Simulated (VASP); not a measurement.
Here is a VASP 6.6.1 calculation.

INCAR

```
SYSTEM = Mg26CdO27
ALGO = Normal
EDIFF = 1E-8
ENCUT = 520
GGA_COMPAT = .FALSE.
ISIF = 2
ISMEAR = -1
LASPH = .TRUE.
LCHARG = .FALSE.
LEFG = .TRUE.
LREAL = .FALSE.
LWAVE = .FALSE.
NBANDS = 146
NELM = 120
PREC = Accurate
SIGMA = 0.01
```

The input KPOINTS:

```
k-points
0
G
  3 3 3
  0 0 0
```

The input POSCAR:

```
Mg26CdO27
1.0
    0.0000000000      6.3255000000      6.3255000000
    6.3255000000      0.0000000000      6.3255000000
    6.3255000000      6.3255000000      0.0000000000
Cd Mg O
1 26 27
Direct
    0.0000000000      0.0000000000      0.0000000000
    0.0000000000      0.0000000000      0.3333333333
    0.0000000000      0.0000000000      0.6666666667
    0.0000000000      0.3333333333      0.0000000000
    0.0000000000      0.3333333333      0.3333333333
    0.0000000000      0.3333333333      0.6666666667
    0.0000000000      0.6666666667      0.0000000000
    0.0000000000      0.6666666667      0.3333333333
    0.0000000000      0.6666666667      0.6666666667
    0.3333333333      0.0000000000      0.0000000000
    0.3333333333      0.0000000000      0.3333333333
    0.3333333333      0.0000000000      0.6666666667
    0.3333333333      0.3333333333      0.0000000000
    0.3333333333      0.3333333333      0.3333333333
    0.3333333333      0.3333333333      0.6666666667
    0.3333333333      0.6666666667      0.0000000000
    0.3333333333      0.6666666667      0.3333333333
    0.3333333333      0.6666666667      0.6666666667
    0.6666666667      0.0000000000      0.0000000000
    0.6666666667      0.0000000000      0.3333333333
    0.6666666667      0.0000000000      0.6666666667
    0.6666666667      0.3333333333      0.0000000000
    0.6666666667      0.3333333333      0.3333333333
    0.6666666667      0.3333333333      0.6666666667
    0.6666666667      0.6666666667      0.0000000000
    0.6666666667      0.6666666667      0.3333333333
    0.6666666667      0.6666666667      0.6666666667
    0.1666666667      0.1666666667      0.1666666667
    0.1666666667      0.1666666667      0.5000000000
    0.1666666667      0.1666666667      0.8333333333
    0.1666666667      0.5000000000      0.1666666667
    0.1666666667      0.5000000000      0.5000000000
    0.1666666667      0.5000000000      0.8333333333
    0.1666666667      0.8333333333      0.1666666667
    0.1666666667      0.8333333333      0.5000000000
    0.1666666667      0.8333333333      0.8333333333
    0.5000000000      0.1666666667      0.1666666667
    0.5000000000      0.1666666667      0.5000000000
    0.5000000000      0.1666666667      0.8333333333
    0.5000000000      0.5000000000      0.1666666667
    0.5000000000      0.5000000000      0.5000000000
    0.5000000000      0.5000000000      0.8333333333
    0.5000000000      0.8333333333      0.1666666667
    0.5000000000      0.8333333333      0.5000000000
    0.5000000000      0.8333333333      0.8333333333
    0.8333333333      0.1666666667      0.1666666667
    0.8333333333      0.1666666667      0.5000000000
    0.8333333333      0.1666666667      0.8333333333
    0.8333333333      0.5000000000      0.1666666667
    0.8333333333      0.5000000000      0.5000000000
    0.8333333333      0.5000000000      0.8333333333
    0.8333333333      0.8333333333      0.1666666667
    0.8333333333      0.8333333333      0.5000000000
    0.8333333333      0.8333333333      0.8333333333
```

Potentials or basis: VASP PAW LDA potentials, release 64 (Cd, Mg, O).

The run is started by

```bash
$ cat potpaw_LDA.64/Cd/POTCAR potpaw_LDA.64/Mg/POTCAR potpaw_LDA.64/O/POTCAR > POTCAR
$ mpirun -np 1 vasp_std > vasp.out
```

Question: What does it give for the band gap on the k mesh?

Answer: 3.65 eV.

Question: Estimate the pressure.

Answer: -4.4 GPa.

Question: Predict the largest force.

Answer: 2.539 eV/Å.

Electric field gradients, principal values (V/Å²):
```csv
atom,least,middle,greatest (by size)
1 Cd,-0.002,-0.002,0.004
2 Mg,-0.045,-0.177,0.222
3 Mg,-0.045,-0.177,0.222
4 Mg,-0.045,-0.177,0.222
5 Mg,-0.009,-0.009,0.019
6 Mg,-0.045,-0.177,0.223
7 Mg,-0.045,-0.177,0.222
8 Mg,-0.045,-0.177,0.223
9 Mg,-0.009,-0.009,0.019
10 Mg,-0.045,-0.177,0.222
11 Mg,-0.009,-0.009,0.019
12 Mg,-0.045,-0.177,0.223
13 Mg,-0.009,-0.009,0.019
14 Mg,-0.009,-0.009,0.019
15 Mg,0.223,0.223,-0.447
16 Mg,-0.045,-0.177,0.223
17 Mg,0.223,0.223,-0.447
18 Mg,0.223,0.223,-0.447
19 Mg,-0.045,-0.177,0.222
20 Mg,-0.045,-0.177,0.223
21 Mg,-0.009,-0.009,0.019
22 Mg,-0.045,-0.177,0.223
23 Mg,0.223,0.223,-0.447
24 Mg,0.223,0.223,-0.447
25 Mg,-0.009,-0.009,0.019
26 Mg,0.223,0.223,-0.447
27 Mg,-0.009,-0.009,0.019
28 O,-0.420,-0.420,0.840
29 O,-0.421,-0.422,0.844
30 O,-3.335,-3.337,6.672
31 O,-0.421,-0.422,0.844
32 O,0.085,0.194,-0.279
33 O,0.087,0.196,-0.284
34 O,-3.335,-3.337,6.672
35 O,0.087,0.196,-0.284
36 O,-3.335,-3.337,6.672
37 O,-0.421,-0.422,0.844
38 O,0.085,0.194,-0.279
39 O,0.087,0.196,-0.284
40 O,0.085,0.194,-0.279
41 O,0.003,0.003,-0.006
42 O,0.085,0.194,-0.279
43 O,0.087,0.196,-0.284
44 O,0.085,0.194,-0.279
45 O,-0.421,-0.422,0.844
46 O,-3.335,-3.337,6.672
47 O,0.087,0.196,-0.284
48 O,-3.335,-3.337,6.672
49 O,0.087,0.196,-0.284
50 O,0.085,0.194,-0.279
51 O,-0.421,-0.422,0.844
52 O,-3.335,-3.337,6.672
53 O,-0.421,-0.422,0.844
54 O,-0.420,-0.420,0.840
```

Caveat: without QUAD_EFG the Cq values of the log hold for a quadrupole moment of 1 mb, not for the nuclei.
